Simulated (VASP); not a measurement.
Here is a VASP 6.6.1 calculation.

File INCAR:

```
ALGO     = Normal         # electronic algorithm
EDIFF    = 1E-6           # SCF threshold, eV
ENCUT    = 520            # plane-wave cutoff, eV
GGA      = PS             # functional
ISIF     = 2              # what is computed and relaxed
ISMEAR   = -1             # smearing method
LASPH    = True           # aspherical terms in the spheres
LCHARG   = False          # write CHGCAR
LREAL    = False          # projectors in reciprocal space
LWAVE    = False          # write WAVECAR
NBANDS   = 35             # bands
NELM     = 60             # most SCF steps
PREC     = Accurate       # precision mode
SIGMA    = 0.03           # smearing width, eV
```

The input KPOINTS:

```
k-points
0
Gamma
  9 9 2
```

File POSCAR:

```
WS2
1.0
    3.1460730517      0.0000000000      0.0000000000
   -1.5730365259      2.7245791849      0.0000000000
    0.0000000000      0.0000000000     12.7041768012
W S
2 4
Direct
    0.3333333333      0.6666666667      0.2500000000
    0.6666666667      0.3333333333      0.7500000000
    0.3333333333      0.6666666667      0.6265930283
    0.6666666667      0.3333333333      0.1265930283
    0.3333333333      0.6666666667      0.8734069717
    0.6666666667      0.3333333333      0.3734069717
```

Potentials or basis: VASP PAW PBE potentials, release 64 (W_sv, S).

Run with:

```console
$ cat potpaw_PBE.64/W_sv/POTCAR potpaw_PBE.64/S/POTCAR > POTCAR
$ mpirun -np 1 vasp_std > vasp.out
```

Predict the band gap on the k mesh.

1.22 eV (least direct gap 1.87 eV).

What does it give for the pressure?

0.1 GPa.

Estimate the largest force.

0.018 eV/Å.

Forces in eV/Å, atoms in the order of the input:
```
W    0.000  0.000  0.000
W    0.000  0.000  0.000
S    0.000  0.000 -0.018
S    0.000  0.000 -0.018
S    0.000  0.000  0.018
S    0.000  0.000  0.018
```

Caveat: the PAW data sets were made with another functional, which shifts forces and pressure a little; spin-orbit coupling is left out, which moves the levels of the heavy elements; this functional lacks dispersion, which binds layers or chains, so the pressure and a relaxed spacing across them are unreliable. A k mesh can miss the band edges.
